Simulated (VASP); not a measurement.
# W3O (Cccm) in VASP: single point with PBE

Aim: the single point of W3O with PBE.

Program: VASP 6.6.1. These are calculated values, not measurements. Logs are shortened: lines on timing, memory, paths and dates and some standing lists are left out, and cuts for length are marked.

### 1 The cell of the first run

The structure is orthorhombic, space group Cccm (No. 66). The conventional cell has a = 6.856 Å, b = 6.960 Å, c = 4.885 Å, α = 90.00°, β = 90.00°, γ = 90.00°. W (site symmetry m) has 10 W at 2.44 to 3.01 Å and 4 O at 2.71 to 2.75 Å within 3.2 Å. Within 3.2 Å of W (site symmetry 222) lie 10 W at 2.44 to 3.01 Å and 4 O at 2.73 Å. Within 3.6 Å of O (site symmetry 2/m) lie 12 W at 2.71 to 2.75 Å.

### 2 Single point, PBE (strain +0.0150 x Voigt [0, 0, 0, 0, 0, 1])

Input file INCAR:

```
SYSTEM = W3O
PREC = Accurate
ENCUT = 520
EDIFF = 1E-7
ISMEAR = 0
SIGMA = 0.15
LREAL = .FALSE.
LASPH = .TRUE.
NELM = 100
ALGO = Normal
ISIF = 2
LWAVE = .FALSE.
LCHARG = .FALSE.
GGA = PE
NBANDS = 58
```

Input file KPOINTS:

```
Automatic mesh
0
G
  8 8 8
  0 0 0
```

Input file POSCAR:

```
W3O
1.0
    4.8845028662      0.0366337715      0.0000000000
    0.0366337715      4.8845028662      0.0000000000
    0.0000000000      0.0000000000      4.8845028662
W O
6 2
Direct
    0.5000000000      0.7500000000      0.0000000000
    0.0000000000      0.5000000000      0.7500000000
    0.2500000000      0.0000000000      0.5000000000
    0.5000000000      0.2500000000      0.0000000000
    0.0000000000      0.5000000000      0.2500000000
    0.7500000000      0.0000000000      0.5000000000
    0.5000000000      0.5000000000      0.5000000000
    0.0000000000      0.0000000000      0.0000000000
```

Potentials or basis: VASP PAW PBE potentials, release 64 (W_sv, O).

The run is started by

```bash
cat potpaw_PBE.64/W_sv/POTCAR potpaw_PBE.64/O/POTCAR > POTCAR
mpirun -np 1 vasp_std > vasp.out
```

OUTCAR:

```text
SYSTEM = W3O
   PREC = Accurate
   ENCUT = 520
   EDIFF = 1E-7
   ISMEAR = 0
   LREAL = .FALSE.
   LASPH = .TRUE.
   NELM = 100
   ISIF = 2
   GGA = PE

 ion  position               nearest neighbor table
   1  0.500  0.750  0.000-   4 2.44   4 2.44   8 2.71   2 2.98   5 2.98   3 2.98   3 2.98   6 3.00
                             6 3.00   5 3.01   2 3.01
   2  0.000  0.500  0.750-   5 2.44   5 2.44   6 2.98   4 2.98   3 2.98   1 2.98   1 3.01   6 3.01
                             3 3.01   4 3.01
   3  0.250  0.000  0.500-   6 2.44   6 2.44   7 2.71   5 2.98   2 2.98   1 2.98   1 2.98   4 3.00
                             4 3.00   2 3.01   5 3.01
   4  0.500  0.250  0.000-   1 2.44   1 2.44   8 2.71   2 2.98   5 2.98   6 2.98   6 2.98   3 3.00
                             3 3.00   5 3.01   2 3.01
   5  0.000  0.500  0.250-   2 2.44   2 2.44   6 2.98   4 2.98   3 2.98   1 2.98   3 3.01   6 3.01
                             1 3.01   4 3.01
   6  0.750  0.000  0.500-   3 2.44   3 2.44   7 2.71   5 2.98   2 2.98   4 2.98   4 2.98   1 3.00
                             1 3.00   2 3.01   5 3.01
   7  0.500  0.500  0.500-   3 2.71   6 2.71
   8  0.000  0.000  0.000-   1 2.71   4 2.71

  LATTYP: Found a base centered orthorhombic cell.
 ALAT       =     6.8559222223
 B/A-ratio  =     1.0151133501
 C/A-ratio  =     0.7124501574

  Lattice vectors:

 A1 = (  -0.0366337715,  -4.8845028662,   0.0000000000)
 A2 = (   4.8845028662,   0.0366337715,   0.0000000000)
 A3 = (   0.0000000000,   0.0000000000,   4.8845028662)

Analysis of symmetry for initial positions (statically):
=====================================================================
 Subroutine PRICEL returns:
 Original cell was already a primitive cell.

 Routine SETGRP: Setting up the symmetry group for a
 base centered orthorhombic supercell.

 Subroutine GETGRP returns: Found  8 space group operations
 (whereof  4 operations were pure point group operations)
 out of a pool of  8 trial point group operations.

The static configuration has the point symmetry C_2h.
 The point group associated with its full space group is D_2h.

Analysis of symmetry for dynamics (positions and initial velocities):
=====================================================================
 Subroutine PRICEL returns:
 Original cell was already a primitive cell.

 Routine SETGRP: Setting up the symmetry group for a
 base centered orthorhombic supercell.

 Subroutine GETGRP returns: Found  8 space group operations
 (whereof  4 operations were pure point group operations)
 out of a pool of  8 trial point group operations.

The dynamic configuration has the point symmetry C_2h.
 The point group associated with its full space group is D_2h.

[... 120 lines left out ...]
   PSTRESS=    0.0 pullay stress
   NELECT =      96.0000    total number of electrons
   NUPDOWN=      -1.0000    fix difference up-down
   EMIN   =  10.00;   EMAX   =-10.00  energy-range for DOS
   EFERMI =   0.00;   METHOD = LEGACY
   ISMEAR =     0;   SIGMA  =   0.15  broadening in eV -4-tet -1-fermi 0-gaus
   EFERMI_NEDOS =   21; number of points for ismear=-14 and -15
   IALGO  =     38    algorithm
   IMIX   =      4    mixing-type and parameters
     AMIX     =   0.40;   BMIX     =  1.00
     AMIX_MAG =   1.60;   BMIX_MAG =  1.00
  volume/ion in A,a.u.               =      14.57        98.30
  Fermi-wavevector in a.u.,A,eV,Ry     =   1.534687  2.900137 32.045295  2.355263
  Thomas-Fermi vector in A             =   2.641580
   LORBIT       =      0    0 simple, 1 ext, 2 COOP (PROOUT), +10 PAW based schemes
   GGA     = PE    functional components
   LHFCALC =     F    Hartree Fock is set to
   AEXX    =    0.0000 exact exchange contribution
   IVDW    =     0    specifies the selected vdW correction
   LEPSILON=     F    determine dielectric tensor
   LRPA    =     F    only Hartree local field effects (RPA)
 non-spin polarized calculation
 Gauss-broadening in eV      SIGMA  =   0.15
  energy-cutoff  :      520.00
  volume of cell :      116.53
 maximum number of plane-waves:      3160
   NGX = 19   NGY = 19   NGZ = 19

 number of electron      95.9999998 magnetization

 Free energy of the ion-electron system (eV)
  ---------------------------------------------------
  ext. energy  EPLUGINS =         0.00000000
  ---------------------------------------------------
  free energy    TOTEN  =       -80.84437298 eV

  energy without entropy =      -80.76675584  energy(sigma->0) =      -80.80556441

 E-fermi :   9.8012     XC(G=0): -13.0696

 val. band max:        9.7981363103   @ k =   0.5000   0.1250   0.1250
 cond. band min:       9.8020641646   @ k =  -0.3750   0.1250   0.5000
 fundamental gap:      0.0039278543
 Fermi energy:         9.8012144301

 k-point     1 :       0.0000    0.0000    0.0000
  band No.  band energies     occupation
      1     -64.4641      2.00000
      2     -64.4078      2.00000
      3     -64.4076      2.00000
      4     -64.2000      2.00000
      5     -64.1996      2.00000
      6     -64.1988      2.00000
[... 1453 lines left out ...]
     57      12.6205      0.00000
     58      13.1590      0.00000

 [... further k-points ...]

------------------------ aborting loop because EDIFF is reached ----------------------------------------

  FORCE on cell =-STRESS in cart. coord.  units (eV):
  Direction    XX          YY          ZZ          XY          YZ          ZX
  --------------------------------------------------------------------------------------
  -------------------------------------------------------------------------------------
  Total        0.5825933      0.5825933      0.5467595     -0.1143184      0.0000000      0.0000000
  in kB        8.0101266      8.0101266      7.5174441     -1.5717742      0.0000000      0.0000000
  external PRESSURE =       7.8458991 kB  Pullay stress =       0.0000000 kB

 VOLUME and BASIS-vectors are now :
 -----------------------------------------------------------------------------
  energy-cutoff  :      520.00
  volume of cell :      116.53
      direct lattice vectors                 reciprocal lattice vectors
     4.884502866  0.036633772  0.000000000     0.204740642 -0.001535555  0.000000000
     0.036633772  4.884502866  0.000000000    -0.001535555  0.204740642  0.000000000
     0.000000000  0.000000000  4.884502866     0.000000000  0.000000000  0.204729125

 POSITION                                       TOTAL-FORCE (eV/Angst)
 -----------------------------------------------------------------------------------
      2.46973      3.68169      0.00000        -0.111182      0.002144      0.000000
      0.01832      2.44225      3.66338        -0.000000      0.000000     -0.000000
      1.22113      0.00916      2.44225         0.002144     -0.111182     -0.000000
      2.45141      1.23944      0.00000         0.111182     -0.002144     -0.000000
      0.01832      2.44225      1.22113        -0.000000      0.000000     -0.000000
      3.66338      0.02748      2.44225        -0.002144      0.111182      0.000000
      2.46057      2.46057      2.44225        -0.000000      0.000000      0.000000
      0.00000      0.00000      0.00000        -0.000000      0.000000      0.000000
 -----------------------------------------------------------------------------------
    total drift:                                0.000000      0.000000     -0.000000

  FREE ENERGIE OF THE ION-ELECTRON SYSTEM (eV)
  ---------------------------------------------------
  free  energy   TOTEN  =       -80.8443729823 eV

  energy  without entropy=      -80.7667558415  energy(sigma->0) =      -80.80556441
```

OSZICAR:

```text
N       E                     dE             d eps       ncg     rms          rms(c)
DAV:   1     0.132846985651E+04    0.13285E+04   -0.55101E+04 12180   0.192E+03
DAV:   2     0.198049274804E+02   -0.13087E+04   -0.12704E+04 12508   0.616E+02
DAV:   3    -0.804758469836E+02   -0.10028E+03   -0.94491E+02 14388   0.155E+02
DAV:   4    -0.854511006821E+02   -0.49753E+01   -0.46581E+01 15018   0.294E+01
DAV:   5    -0.855874379583E+02   -0.13634E+00   -0.13509E+00 14848   0.460E+00    0.450E+01
DAV:   6    -0.833547498567E+02    0.22327E+01   -0.20442E+01 15170   0.231E+01    0.215E+01
DAV:   7    -0.819537438985E+02    0.14010E+01   -0.11791E+01 16464   0.138E+01    0.130E+01
DAV:   8    -0.808231756606E+02    0.11306E+01   -0.35732E+00 15626   0.870E+00    0.116E+00
DAV:   9    -0.808552118767E+02   -0.32036E-01   -0.49303E-01 14172   0.251E+00    0.138E+00
DAV:  10    -0.808452463429E+02    0.99655E-02   -0.23019E-02 14748   0.866E-01    0.492E-01
DAV:  11    -0.808446552801E+02    0.59106E-03   -0.60870E-03 14772   0.455E-01    0.245E-01
DAV:  12    -0.808444215369E+02    0.23374E-03   -0.87735E-04 15480   0.213E-01    0.143E-01
DAV:  13    -0.808443735842E+02    0.47953E-04   -0.20636E-04 14762   0.674E-02    0.123E-02
DAV:  14    -0.808443725740E+02    0.10101E-05   -0.12799E-05 14738   0.161E-02    0.101E-02
DAV:  15    -0.808443728871E+02   -0.31305E-06   -0.77964E-07 12976   0.450E-03    0.189E-03
DAV:  16    -0.808443729823E+02   -0.95259E-07   -0.17067E-07  9400   0.203E-03
   1 F= -.80844373E+02 E0= -.80805564E+02  d E =-.776171E-01
```

Wall time 6 min (1 thread of AMD EPYC 9R45 (Zen 5), shared host); peak memory 0.53 GiB.

Results:

* Free energy: -80.8444 eV
* Pressure: 0.8 GPa
* Largest force: 0.111 eV/Å
* Band gap on the k mesh: zero (bands 48 and 49 overlap by 0.87 eV)

Forces in eV/Å, atoms in the order of the input:
```
W   -0.111  0.002  0.000
W    0.000  0.000  0.000
W    0.002 -0.111  0.000
W    0.111 -0.002  0.000
W    0.000  0.000  0.000
W   -0.002  0.111  0.000
O    0.000  0.000  0.000
O    0.000  0.000  0.000
```

Caveat: the cell differs from its parent crystal (strain +0.0150 x Voigt [0, 0, 0, 0, 0, 1]); spin-orbit coupling is left out, which moves the levels of the heavy elements.
